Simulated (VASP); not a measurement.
# Si4Mo (C2/m) in VASP: relaxation of cell and atoms with PBE

Aim: the relaxation of cell and atoms of Si4Mo with PBE.

Everything below comes from runs of VASP 6.6.1. Logs are shortened: lines on timing, memory, paths and dates and some standing lists are left out, and cuts for length are marked.

## 1. The cell of the first run

It takes space group C2/m (No. 12, monoclinic). Conventional cell: a = 5.573 Å, b = 7.355 Å, c = 4.602 Å, α = 90.00°, β = 122.59°, γ = 90.00°. Within 3.1 Å of Si (site symmetry 2/m) lie 2 Mo at 2.30 Å and 10 Si at 2.79 to 3.02 Å. Si (site symmetry 2) has 1 Mo at 1.95 Å within 2.6 Å. Within 3.3 Å of Si (site symmetry 2/m) lie 2 Mo at 2.48 Å and 10 Si at 2.79 to 3.15 Å. Mo (site symmetry 2/m) has 6 Si at 1.95 to 2.48 Å within 2.6 Å.

The cell was generated, and may not be a known phase.

## 2. Relaxation of cell and atoms, PBE

INCAR reads:

```
SYSTEM = Si4Mo
ALGO     = Normal         ! electronic algorithm
EDIFF    = 1E-7           ! SCF threshold, eV
EDIFFG   = -0.08          ! ionic threshold
ENCUT    = 600            ! plane-wave cutoff, eV
GGA      = PE             ! functional
IBRION   = 2              ! ionic algorithm
ISIF     = 3              ! what is computed and relaxed
ISMEAR   = 0              ! smearing method
LASPH    = .TRUE.         ! aspherical terms in the spheres
LCHARG   = .FALSE.        ! write CHGCAR
LREAL    = .FALSE.        ! projectors in reciprocal space
LWAVE    = .FALSE.        ! write WAVECAR
NELM     = 100            ! most SCF steps
NSW      = 36             ! ionic steps
PREC     = Accurate       ! precision mode
SIGMA    = 0.2            ! smearing width, eV
```

KPOINTS reads:

```
k-points
0
G
  4 4 4
  0 0 0
```

POSCAR reads:

```
Si4Mo
1.0
    2.7864209000     -3.6773444300      0.0000000000
    2.7864209000      3.6773444300      0.0000000000
   -2.4785584700      0.0000000000      3.8774008800
Si Mo
4 1
Direct
    0.0000000000      0.0000000000      0.0000000000
    0.2646822300      0.7353177700      0.5000000000
    0.7353177700      0.2646822300      0.5000000000
    0.5000000000      0.5000000000      0.0000000000
    0.0000000000      0.0000000000      0.5000000000
```

Potentials or basis: VASP PAW PBE potentials, release 64 (Si, Mo_sv).

Run with:

```sh
> cat potpaw_PBE.64/Si/POTCAR potpaw_PBE.64/Mo_sv/POTCAR > POTCAR
> mpirun -np 1 vasp_std > vasp.out
```

OUTCAR:

```text
SYSTEM = Si4Mo
   EDIFF = 1E-7
   EDIFFG = -0.08
   ENCUT = 600
   GGA = PE
   IBRION = 2
   ISIF = 3
   ISMEAR = 0
   LASPH = .TRUE.
   LREAL = .FALSE.
   NELM = 100
   NSW = 36
   PREC = Accurate

 ion  position               nearest neighbor table
   1  0.000  0.000  0.000-   5 2.30   5 2.30   4 2.79   4 2.79   2 3.01   3 3.01   2 3.01   3 3.01
                             3 3.02   3 3.02   2 3.02   2 3.02
   2  0.265  0.735  0.500-   5 1.95   3 2.79   3 2.79   4 2.88   4 2.88   1 3.01   1 3.01   1 3.02
                             1 3.02   5 3.28   5 3.28
   3  0.735  0.265  0.500-   5 1.95   2 2.79   2 2.79   4 2.88   4 2.88   1 3.01   1 3.01   1 3.02
                             1 3.02   5 3.28   5 3.28
   4  0.500  0.500  0.000-   5 2.48   5 2.48   1 2.79   1 2.79   2 2.88   3 2.88   3 2.88   2 2.88

   5  0.000  0.000  0.500-   2 1.95   3 1.95   1 2.30   1 2.30   4 2.48   4 2.48   3 3.28   3 3.28
                             2 3.28   2 3.28

  LATTYP: Found a base centered monoclinic cell.
 ALAT       =     5.5728418000
 B/A-ratio  =     1.3197375996
 C/A-ratio  =     0.8257727070
 COS(beta)  =    -0.5385945186

  Lattice vectors:

 A1 = (   2.7864209000,  -3.6773444300,   0.0000000000)
 A2 = (   2.7864209000,   3.6773444300,   0.0000000000)
 A3 = (  -2.4785584700,   0.0000000000,   3.8774008800)

Analysis of symmetry for initial positions (statically):
=====================================================================
 Subroutine PRICEL returns:
 Original cell was already a primitive cell.

 Routine SETGRP: Setting up the symmetry group for a
 base centered monoclinic supercell.

 Subroutine GETGRP returns: Found  4 space group operations
 (whereof  4 operations were pure point group operations)
 out of a pool of  4 trial point group operations.

The static configuration has the point symmetry C_2h.

Analysis of symmetry for dynamics (positions and initial velocities):
=====================================================================
 Subroutine PRICEL returns:
 Original cell was already a primitive cell.

 Routine SETGRP: Setting up the symmetry group for a
 base centered monoclinic supercell.

 Subroutine GETGRP returns: Found  4 space group operations
 (whereof  4 operations were pure point group operations)
 out of a pool of  4 trial point group operations.

The dynamic configuration has the point symmetry C_2h.

 Subroutine INISYM returns: Found  4 space group operations
 (whereof  4 operations are pure point group operations),
 and found     1 'primitive' translations

----------------------------------------------------------------------------------------

                                     Primitive cell

  volume of cell :      79.4606

  direct lattice vectors                    reciprocal lattice vectors
     2.786420900 -3.677344430  0.000000000     0.179441663 -0.135967683  0.114704842
     2.786420900  3.677344430  0.000000000     0.179441663  0.135967683  0.114704842
    -2.478558470  0.000000000  3.877400880     0.000000000  0.000000000  0.257904723

  length of vectors
     4.613784075  4.613784075  4.601900659     0.252673152  0.252673152  0.257904723

  position of ions in fractional coordinates (direct lattice)
     0.000000000  0.000000000  0.000000000
     0.264682230  0.735317770  0.500000000
     0.735317770  0.264682230  0.500000000
     0.500000000  0.500000000  0.000000000
     0.000000000  0.000000000  0.500000000

  ion indices of the primitive-cell ions
   primitive index   ion index
                 1           1
                 2           2
                 3           3
                 4           4
                 5           5

----------------------------------------------------------------------------------------

 KPOINTS: k-points

Automatic generation of k-mesh.
 Grid dimensions read from file:
 generate k-points for:    4    4    4

 Generating k-lattice:

  Cartesian coordinates                     Fractional coordinates (reciprocal lattice)
     0.044860416 -0.033991921  0.028676210     0.250000000 -0.000000000  0.000000000
     0.044860416  0.033991921  0.028676210    -0.000000000  0.250000000  0.000000000
     0.000000000  0.000000000  0.064476181     0.000000000  0.000000000  0.250000000

  Length of vectors
     0.063168288  0.063168288  0.064476181

  Shift w.r.t. Gamma in fractional coordinates (k-lattice)
     0.000000000  0.000000000  0.000000000

 Subroutine IBZKPT returns following result:
 ===========================================

 Found     24 irreducible k-points:

 Following reciprocal coordinates:
            Coordinates               Weight
  0.000000  0.000000  0.000000      1.000000
  0.250000  0.000000  0.000000      4.000000
  0.500000  0.000000  0.000000      2.000000
  0.250000  0.250000  0.000000      2.000000
  0.500000  0.250000 -0.000000      4.000000
 -0.250000  0.250000  0.000000      2.000000
[... 16 lines left out ...]
 -0.250000  0.250000  0.500000      2.000000
  0.500000  0.500000  0.500000      1.000000
   k-points           NKPTS =     24   k-points in BZ     NKDIM =     24   number of bands    NBANDS=     19
   number of dos      NEDOS =    301   number of ions     NIONS =      5
   total plane-waves  NPLWV =  64000
   dimension x,y,z NGX =    40 NGY =   40 NGZ =   40
   dimension x,y,z NGXF=    80 NGYF=   80 NGZF=   80
   ions per type =               4   1
   NGX,Y,Z   is equivalent  to a cutoff of  14.41, 14.41, 14.45 a.u.
   NGXF,Y,Z  is equivalent  to a cutoff of  28.83, 28.83, 28.90 a.u.
 SYSTEM =  Si4Mo
   PREC   = accura    normal or accurate (medium, high low for compatibility)
   ISTART =      0    job   : 0-new  1-cont  2-samecut
   ICHARG =      2    charge: 1-file 2-atom 10-const
   ISPIN  =      1    spin polarized calculation?
   LNONCOLLINEAR =      F non collinear calculations
   LSORBIT =      F    spin-orbit coupling
   LASPH  =      T    aspherical Exc in radial PAW
   ENCUT  =  600.0 eV  44.10 Ry    6.64 a.u.   9.21  9.21  9.19*2*pi/ulx,y,z
   NELM   =    100;   NELMIN=  2; NELMDL= -5     # of ELM steps
   EDIFF  = 0.1E-06   stopping-criterion for ELM
   LREAL  =      F    real-space projection
   EDIFFG = -.8E-01   stopping-criterion for IOM
   NSW    =     36    number of steps for IOM
   IBRION =      2    ionic relax: 0-MD 1-quasi-New 2-CG
   NFREE  =      1    steps in history (QN), initial steepest desc. (CG)
   ISIF   =      3    stress and relaxation
   ISYM   =      2    0-nonsym 1-usesym 2-fastsym
   POTIM  = 0.5000    time-step for ionic-motion
   TEBEG  =    0.0;   TEEND  =   0.0 temperature during run
   PSTRESS=    0.0 pullay stress
   NELECT =      30.0000    total number of electrons
   NUPDOWN=      -1.0000    fix difference up-down
   EMIN   =  10.00;   EMAX   =-10.00  energy-range for DOS
   EFERMI =   0.00;   METHOD = LEGACY
   ISMEAR =     0;   SIGMA  =   0.20  broadening in eV -4-tet -1-fermi 0-gaus
   EFERMI_NEDOS =   21; number of points for ismear=-14 and -15
   IALGO  =     38    algorithm
   IMIX   =      4    mixing-type and parameters
     AMIX     =   0.40;   BMIX     =  1.00
     AMIX_MAG =   1.60;   BMIX_MAG =  1.00
  volume/ion in A,a.u.               =      15.89       107.25
  Fermi-wavevector in a.u.,A,eV,Ry     =   1.183218  2.235957 19.048214  1.400004
  Thomas-Fermi vector in A             =   2.319456
   LORBIT       =      0    0 simple, 1 ext, 2 COOP (PROOUT), +10 PAW based schemes
   GGA     = PE    functional components
   LHFCALC =     F    Hartree Fock is set to
   AEXX    =    0.0000 exact exchange contribution
   IVDW    =     0    specifies the selected vdW correction
   LEPSILON=     F    determine dielectric tensor
   LRPA    =     F    only Hartree local field effects (RPA)
 conjugate gradient relaxation of ions
 non-spin polarized calculation
 Gauss-broadening in eV      SIGMA  =   0.20
  energy-cutoff  :      600.00
  volume of cell :       79.46
 maximum number of plane-waves:      2686
 NGX is ok and might be reduce to    40
   NGX = 19   NGY = 19   NGZ = 19

--------------------------------------- Ionic step        1  -------------------------------------------

 number of electron      30.0000000 magnetization

 Free energy of the ion-electron system (eV)
  ---------------------------------------------------
  ext. energy  EPLUGINS =         0.00000000
  ---------------------------------------------------
  free energy    TOTEN  =       -25.32555658 eV

  energy without entropy =      -25.25218382  energy(sigma->0) =      -25.28887020

------------------------ aborting loop because EDIFF is reached ----------------------------------------

  FORCE on cell =-STRESS in cart. coord.  units (eV):
  Direction    XX          YY          ZZ          XY          YZ          ZX
  --------------------------------------------------------------------------------------
  -------------------------------------------------------------------------------------
  Total        2.0914118     39.7988522      5.7871197      0.0000000      0.0000000     -2.2592284
  in kB       42.1694949    802.4711009    116.6866894      0.0000000      0.0000000    -45.5532109
  external PRESSURE =     320.4424284 kB  Pullay stress =       0.0000000 kB
[... 26 lines left out ...]
--------------------------------------- Ionic step        2  -------------------------------------------

 number of electron      30.0000000 magnetization

 E-fermi :   5.0506     XC(G=0):  -9.3641

 val. band max:        5.0215871396   @ k =   0.5000   0.5000   0.2500
 cond. band min:       5.0620024330   @ k =  -0.2500  -0.2500   0.2500
 fundamental gap:      0.0404152934
 Fermi energy:         5.0506300539

 k-point     1 :       0.0000    0.0000    0.0000
  band No.  band energies     occupation
      1     -55.8398      2.00000
      2     -30.0297      2.00000
      3     -29.9684      2.00000
      4     -29.8598      2.00000
      5      -5.5771      2.00000
      6      -1.2221      2.00000
[... 588 lines left out ...]
  FREE ENERGIE OF THE ION-ELECTRON SYSTEM (eV)
  ---------------------------------------------------
  free  energy   TOTEN  =       -29.8653341210 eV

  energy  without entropy=      -29.7671758278  energy(sigma->0) =      -29.81625497

 E-fermi :  10.7707     XC(G=0): -11.5491

 val. band max:       10.7661137072   @ k =   0.2500   0.0000   0.5000
 cond. band min:      10.7833809961   @ k =   0.5000   0.0000   0.5000
 fundamental gap:      0.0172672889
 Fermi energy:        10.7706776159

 k-point     1 :       0.0000    0.0000    0.0000
  band No.  band energies     occupation
      1     -49.8217      2.00000
      2     -24.3084      2.00000
      3     -24.0625      2.00000
      4     -23.9758      2.00000
      5      -3.1020      2.00000
      6       1.9563      2.00000
[... 505 lines left out ...]
      6       0.4144      2.00000
[... 11 lines left out ...]
     18      14.2168      0.00000
     19      14.3411      0.00000

[... ionic steps 4 to 12 ...]

--------------------------------------- Ionic step       13  -------------------------------------------

 number of electron      30.0000000 magnetization

------------------------ aborting loop because EDIFF is reached ----------------------------------------
[... 73 lines left out ...]
--------------------------------------- Ionic step       15  -------------------------------------------

 number of electron      29.9999999 magnetization

 Free energy of the ion-electron system (eV)
  ---------------------------------------------------
  ext. energy  EPLUGINS =         0.00000000
  ---------------------------------------------------
  free energy    TOTEN  =       -31.57922982 eV

  energy without entropy =      -31.53629334  energy(sigma->0) =      -31.55776158

 E-fermi :   9.0906     XC(G=0): -10.9753

 val. band max:        9.0371668641   @ k =  -0.2500   0.2500   0.5000
 cond. band min:       9.1233212428   @ k =   0.5000   0.0000   0.5000
 fundamental gap:      0.0861543787
 Fermi energy:         9.0906030028

 k-point     1 :       0.0000    0.0000    0.0000
  band No.  band energies     occupation
      1     -51.7421      2.00000
      2     -26.0671      2.00000
      3     -25.8988      2.00000
      4     -25.8360      2.00000
      5      -3.7752      2.00000
      6       1.1898      2.00000
[... 549 lines left out ...]
  FREE ENERGIE OF THE ION-ELECTRON SYSTEM (eV)
  ---------------------------------------------------
  free  energy   TOTEN  =       -31.5792298237 eV

  energy  without entropy=      -31.5362933369  energy(sigma->0) =      -31.55776158

 reached required accuracy - stopping structural energy minimisation
```

Run time: 17 min. Hardware: 1 thread of Intel Xeon 8259CL, shared host; peak memory 0.28 GiB.

What came out:

- Free energy: -31.5792 eV
- Relaxed volume: 16.35 Å³/atom
- Relaxed cell: a = 4.637 Å, b = 4.637 Å, c = 4.946 Å, α = 104.35°, β = 104.35°, γ = 118.49°
- Space group after relaxing (to 0.1 Å): Fmmm (No. 69)
- Energy gained by relaxing: 1250.7 meV/atom
- Ionic steps: 15
- Pressure after relaxing: -0.1 GPa
- Largest force after relaxing: 0.005 eV/Å
- Band gap on the k mesh: zero (bands 15 and 16 overlap by 0.83 eV)

Forces in eV/Å, atoms in the order of the input:
```
Si   0.000  0.000  0.000
Si   0.000 -0.005  0.000
Si   0.000  0.005  0.000
Si   0.000  0.000  0.000
Mo   0.000  0.000  0.000
```

The path:
```tsv
step	energy change (eV)	largest force (eV/Å)	pressure (GPa)	volume (Å³)
1	0.0000	11.3952	32.04	79.46
2	-2.7469	0.4675	-12.97	118.40
3	-4.5398	0.5057	-8.33	96.21
4	-4.6098	0.6855	-7.25	94.76
5	-4.6587	1.3816	-3.56	91.12
6	-4.6682	1.1665	-4.63	92.04
7	-5.4499	1.1667	-4.21	87.06
8	-5.0946	0.5514	26.83	71.30
9	-6.0505	1.0670	0.12	81.61
10	-6.1298	0.6219	6.71	77.79
11	-6.1475	0.7709	4.65	78.81
12	-6.2354	0.1480	-1.35	82.83
13	-6.2445	0.0536	-0.05	81.79
14	-6.2445	0.0419	-0.13	81.85
15	-6.2537	0.0053	-0.12	81.75
```

Final structure:
```cif
data_structure
_symmetry_space_group_name_H-M 'P 1'
_symmetry_Int_Tables_number 1
_cell_length_a 4.6372
_cell_length_b 4.6372
_cell_length_c 4.9461
_cell_angle_alpha 104.354
_cell_angle_beta 104.354
_cell_angle_gamma 118.494
_cell_volume 81.75
loop_
_atom_site_label
_atom_site_type_symbol
_atom_site_fract_x
_atom_site_fract_y
_atom_site_fract_z
_atom_site_occupancy
Si1 Si 0.00000 0.00000 0.00000 1
Si2 Si 0.32974 0.67026 0.50000 1
Si3 Si 0.67026 0.32974 0.50000 1
Si4 Si 0.50000 0.50000 0.00000 1
Mo1 Mo 0.00000 0.00000 0.50000 1
```

Levels at points of the mesh, in eV from the Fermi level:
```csv
k point,band 13,band 14,band 15,band 16,band 17,band 18
"(0.00, 0.00, 0.00)",-1.55,-1.52,-1.03,0.40,0.62,0.99
"(0.50, 0.00, 0.00)",-2.00,-1.76,0.09,1.18,1.35,2.37
"(0.50, 0.50, 0.00)",-2.84,-1.80,-1.47,1.26,1.32,2.12
"(0.00, 0.00, 0.50)",-3.21,-0.15,-0.09,0.28,0.78,2.64
"(0.50, 0.00, 0.50)",-2.00,-1.71,0.03,1.15,1.26,2.40
"(0.50, 0.50, 0.50)",-2.09,-0.29,-0.06,1.11,1.11,2.19
```

Caveat: the k points lie up to 0.43 Å⁻¹ apart in the final cell, too coarse for converged energies and pressures of a metal.

The gap in the log of VASP goes by the Fermi energy; the results here count the filled bands.